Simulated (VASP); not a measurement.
SnO:

```
Sn O
1.0
     3.35500    0.00000    0.00000
     0.00000    5.67410    0.00000
     0.00000    0.00000    4.22197
Sn O
2 2
Cartesian
  0.0000 1.3159 2.1665
  1.6775 4.3582 0.0555
  0.0000 5.0570 3.1110
  1.6775 0.6171 1.0000
```

```yaml
Program: VASP 6.6.1
Task: relaxation of cell and atoms
Functional: LDA
Potentials_or_basis: VASP PAW LDA potentials, release 64 (Sn_d, O)
Cutoff: 600 eV
k_mesh: 6 × 4 × 6
Occupations: gaussian, width 0.01 eV
Spin: no spin polarisation
```

At the start: pressure -5.3 GPa; volume 20.09 Å³/atom.

Where does the relaxation end?

Over 30 steps the energy falls by 33.8 meV/atom and the volume is 17.16 Å³/atom (-14.6 %); space group Pmn2_1 (No. 31, to 0.1 Å) before and after.

Step by step:
```
step  energy change (eV)  largest force (eV/Å)  pressure (GPa)  volume (Å³)
   1              0.0000                0.6486           -5.26        80.37
   2              0.0036                1.4613            5.60        72.94
   3             -0.0800                0.3204           -0.45        76.54
   4             -0.0925                0.2230           -0.38        75.69
   5             -0.1014                0.0715           -0.24        74.38
   6             -0.1015                0.0927           -0.22        74.19
   7             -0.1054                0.0913           -0.02        73.60
   8             -0.1115                0.1164            0.53        72.10
   9             -0.1043                0.2334            1.83        69.10
  10             -0.1121                0.1515            0.83        71.36
  11             -0.1140                0.1097            0.40        71.31
  12             -0.1145                0.1546           -0.46        71.19
  13             -0.1149                0.0956           -0.07        71.24
  14             -0.1154                0.0919           -0.09        71.20
  15             -0.1170                0.0805           -0.11        71.09
  16             -0.1196                0.0607           -0.14        70.86
  17             -0.1225                0.0459           -0.18        70.41
  18             -0.1242                0.0592           -0.11        70.23
  19             -0.1275                0.1063            0.10        69.68
  20             -0.1259                0.2253            0.67        68.59
  21             -0.1282                0.1497            0.31        69.29
  22             -0.1296                0.1140            0.12        69.22
  23             -0.1308                0.1050           -0.30        69.07
  24             -0.1319                0.0406            0.04        68.84
  25             -0.1321                0.0537            0.40        68.58
  26             -0.1322                0.0279            0.28        68.68
  27             -0.1330                0.0333            0.18        68.71
  28             -0.1344                0.0552           -0.14        68.81
  29             -0.1346                0.0620           -0.22        68.84
  30             -0.1353                0.0196            0.08        68.66
```

Final structure:
```cif
data_structure
_symmetry_space_group_name_H-M 'P 1'
_symmetry_Int_Tables_number 1
_cell_length_a 3.2915
_cell_length_b 5.6616
_cell_length_c 3.6843
_cell_angle_alpha 90.000
_cell_angle_beta 90.000
_cell_angle_gamma 90.000
_cell_volume 68.66
loop_
_atom_site_label
_atom_site_type_symbol
_atom_site_fract_x
_atom_site_fract_y
_atom_site_fract_z
_atom_site_occupancy
Sn1 Sn 0.00000 0.23742 0.53751 1
Sn2 Sn 0.50000 0.76258 0.03751 1
O1 O 0.00000 0.88042 0.71249 1
O2 O 0.50000 0.11958 0.21249 1
```
